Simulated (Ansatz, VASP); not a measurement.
Two plane-wave programs on Ga4Sb3P

```
CELL_PARAMETERS angstrom
4.22747 0.00000 0.00000
0.00000 8.46412 0.00000
0.00000 0.00000 5.95945
ATOMIC_POSITIONS crystal
P 0.00000 0.00000 0.00098
Ga 0.50000 0.00000 0.78670
Ga 0.00000 0.77124 0.23654
Ga 0.50000 0.50000 0.73750
Ga 0.00000 0.22876 0.23654
Sb 0.50000 0.76120 0.50043
Sb 0.00000 0.50000 0.00088
Sb 0.50000 0.23880 0.50043
```

Alike in both runs: task single point; functional PBE; k mesh 6 × 4 × 4; occupations fermi-dirac, width 0.02 eV; no spin polarisation.

```csv
,VASP,Ansatz
version,VASP 6.6.1,Ansatz 0.2.0
potentials or method,"VASP PAW PBE potentials, release 64 (P, Ga_d, Sb)","plane waves, PAW"
plane-wave cutoff (eV),520,420
valence electrons in the cell,72,102
```

```csv
,VASP,Ansatz,Ansatz less VASP
pressure (GPa),1.7,1.7,-0.07
rms of the force components (eV/Å),0.019,0.019,-0.0008
```

VASP's potentials hold 72 valence electrons a cell and Ansatz's 102, so a difference there can come from the potentials and not from the codes.

Spin-orbit coupling is off throughout.
